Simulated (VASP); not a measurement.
Here is a VASP 6.6.1 calculation.

Contents of POSCAR:

```
C
1.0
    0.0000000000      1.7714007132      1.7714007132
    1.7714007132      0.0000000000      1.7714007132
    1.7714007132      1.7714007132      0.0000000000
C
2
Direct
    0.7500000000      0.7500000000      0.7500000000
    0.5000000000      0.5000000000      0.5000000000
```

File INCAR.step1:

```
SYSTEM = C
  PREC = Accurate
  ENCUT = 1430
  ISMEAR = -1
  SIGMA = 0.05
  LREAL = .False.
  LASPH = .True.
  NELM = 120
  NBANDS = 11
  GGA = PE
  ALGO = Normal
  EDIFF = 1E-5
  LWAVE = .True.
  LCHARG = .False.
  GGA_COMPAT = .False.
```

Contents of INCAR.step2:

```
SYSTEM = C
  PREC = Accurate
  ENCUT = 1430
  EDIFF = 1E-6
  ISMEAR = -1
  SIGMA = 0.05
  LREAL = .False.
  LASPH = .True.
  NELM = 120
  ALGO = Normal
  ISIF = 2
  LWAVE = .False.
  LCHARG = .True.
  METAGGA = R2SCAN
  LMIXTAU = .True.
  IVDW = 13
  VDW_S6 = 1.0
  VDW_S8 = 0.6018749
  VDW_A1 = 0.51559235
  VDW_A2 = 5.77342911
  LELF = .True.
  LVHAR = .True.
  NBANDS = 11
  ISTART = 1
  GGA_COMPAT = .False.
```

Contents of KPOINTS:

```
regular mesh
0
Gamma
  13 13 13
  0 0 0
```

Potentials or basis: VASP PAW PBE potentials, release 64 (C_h).

Launch:

```bash
$ cat potpaw_PBE.64/C_h/POTCAR > POTCAR
$ cp INCAR.step1 INCAR
$ mpirun -np 1 vasp_std > vasp.out
$ cp INCAR.step2 INCAR
$ mpirun -np 1 vasp_std > vasp.out
```

(1) What does it give for the band gap on the k mesh?

(2) Predict the pressure.

Results:

(1) 4.41 eV (least direct gap 5.94 eV).

(2) 4.0 GPa.

Caveat: the cell stands under pressure; the PAW data sets were made with another functional, which shifts forces and pressure a little; an odd mesh through Γ misses points on the zone boundary, where band edges can lie.
